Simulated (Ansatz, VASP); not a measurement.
# SnSe in VASP and in Ansatz

```
Sn Se
1.0
     0.00000    2.90612    2.90612
     2.90612    0.00000    2.90612
     2.90612    2.90612    0.00000
Sn Se
1 1
Cartesian
  0.0000 0.0000 0.0000
  2.9061 2.9061 2.9061
```

Alike in both runs: task single point; functional PBE; k mesh 8 × 8 × 8; occupations gaussian, width 0.05 eV; no spin polarisation.

|  | VASP | Ansatz |
| --- | --- | --- |
| version | VASP 6.6.1 | Ansatz 0.2.0 |
| potentials or method | VASP PAW PBE potentials, release 64 (Sn_d, Se), cutoff 520 eV | scalar-relativistic, plane waves, PAW |
| valence electrons in the cell | 20 | 30 |

```csv
,VASP,Ansatz,Ansatz less VASP
gap on the k mesh at the Fermi level (eV),0.73,0.73,+0.001
pressure (GPa),7.9,7.9,-0.03
```

VASP's potentials hold 20 valence electrons a cell and Ansatz's 30, so a difference there can come from the potentials and not from the codes.
